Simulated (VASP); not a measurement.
Wanted: the native input for a VASP 6.6.1 run.

- Task: single point
- Functional: PBE
- Potentials or basis: VASP PAW PBE potentials, release 64 (Cs_sv, Si, P)
- Cutoff: 520 eV
- k mesh: 4 × 4 × 4
- Occupations: gaussian, width 0.1 eV
- Spin: no spin polarisation
- Dipole correction: no
- Further INCAR settings: LREAL = Auto; ALGO = Normal; EDIFF = 1e-06; NBANDS = 50

The structure of CsSi6P8 lies in POSCAR:

```
CsSi6P8
1.0
    0.0000000000      5.1817287200      5.1817287200
    5.1817287200      0.0000000000      5.1817287200
    5.1817287200      5.1817287200      0.0000000000
Cs Si P
1 6 8
Direct
    0.5000000000      0.5000000000      0.5000000000
    0.5000000000      0.0000000000      0.5000000000
    0.5000000000      0.0000000000      0.0000000000
    0.0000000000      0.0000000000      0.5000000000
    0.0000000000      0.5000000000      0.0000000000
    0.0000000000      0.5000000000      0.5000000000
    0.5000000000      0.5000000000      0.0000000000
    0.8575690000      0.4272930000      0.8575690000
    0.1424310000      0.1424310000      0.1424310000
    0.8575690000      0.8575690000      0.8575690000
    0.5727070000      0.1424310000      0.1424310000
    0.8575690000      0.8575690000      0.4272930000
    0.4272930000      0.8575690000      0.8575690000
    0.1424310000      0.1424310000      0.5727070000
    0.1424310000      0.5727070000      0.1424310000
```

The cell was built from a structure type or drawn by symmetry, and may not be a known phase.

These files were run (other wordings do the same):

INCAR

```
  PREC = Accurate
  ENCUT = 520
  EDIFF = 1E-6
  ISMEAR = 0
  SIGMA = 0.1
  LREAL = Auto
  LASPH = T
  NELM = 100
  ALGO = Normal
  ISIF = 2
  LWAVE = F
  LCHARG = T
  GGA = PE
  LELF = T
  LVHAR = T
  NBANDS = 50
```

KPOINTS

```
regular mesh
0
Gamma
  4 4 4
```

Potentials or basis: VASP PAW PBE potentials, release 64 (Cs_sv, Si, P).

Launch:

```bash
$ cat potpaw_PBE.64/Cs_sv/POTCAR potpaw_PBE.64/Si/POTCAR potpaw_PBE.64/P/POTCAR > POTCAR
$ mpirun -np 1 vasp_std > vasp.out
```

It gave:

The pressure is 19.0 GPa and the largest force is 1.290 eV/Å. The band gap on the k mesh is zero (an odd number of electrons rules out a gap without spin polarisation).

Caveat: the cell stands under pressure; spin-orbit coupling is left out, which moves the levels of the heavy elements; forces of over 1 eV/Å act on the atoms, so gaps and moduli don't describe the material at rest.

Wall time 6 min on 1 thread of Oxide Virtual Turin-like Processor, with other jobs on the host, peak memory 0.4 GiB.
